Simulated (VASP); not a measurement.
Runs of VASP 6.6.1 on MgCdSe2. The structure is that of space group R-3m (No. 166), or close to it. The cells are those of the table. 

| level | cell | k mesh | gap on the mesh (eV) | pressure (GPa) | largest force (eV/Å) |
| --- | --- | --- | --- | --- | --- |
| r2SCAN | a = 6.843 Å, angles 33.6°, 4 atoms | 8 × 8 × 8 | 1.14 | 0.1 | 0.05 |
| r2SCAN | a = 6.773 Å, angles 33.6°, 4 atoms | 6 × 6 × 6 | 1.16 | (a) | 0.10 |
| PBE | a = 6.824 Å, angles 33.6°, 4 atoms | 6 × 6 × 6 | 0.60 | 2.1 | 0.07 |
| PBE | a = 6.753 Å, angles 33.6°, 4 atoms | 6 × 6 × 6 | 0.63 | 4.5 | (c) |
| r2SCAN | a = 6.843 Å, angles 33.6°, 4 atoms | 6 × 6 × 6 | 1.14 | 0.1 | 0.06 |
| r2SCAN | a = 6.910 Å, angles 33.6°, 4 atoms | 6 × 6 × 6 | 1.10 | -1.8 | 0.02 |
| PBE | a = 6.962 Å, angles 33.6°, 4 atoms | 6 × 6 × 6 | 0.54 | -1.6 | 0.02 |
| r2SCAN | a = 6.977 Å, angles 33.6°, 4 atoms | 6 × 6 × 6 | 1.07 | -3.5 | - |
| PBE | a = 6.894 Å, angles 33.6°, 4 atoms | 6 × 6 × 6 | (b) | 0.1 | (d) |
| r2SCAN | a = 6.703 Å, angles 33.6°, 4 atoms | 6 × 6 × 6 | 1.19 | 5.0 | 0.14 |
| PBE | a = 6.843 Å, angles 33.6°, 4 atoms | 8 × 8 × 8 | 0.61 | 1.6 | 0.09 |
| PBE | a = 7.029 Å, angles 33.6°, 4 atoms | 6 × 6 × 6 | 0.51 | -3.0 | - |

Alike in all rows: task single point; potentials or basis VASP PAW PBE potentials, release 64 (Mg, Cd, Se); no spin polarisation; cutoff (eV) 520; smearing gaussian 0.01 eV.

Task: Estimate the missing entries.

Result: (a) 2.3; (b) 0.57; (c) 0.11; (d) 0.04.

Caveats: the PAW data sets were made with another functional, which shifts forces and pressure a little (some runs).

A k mesh can miss the band edges, and the runs leave out spin-orbit coupling on Cd, Se.
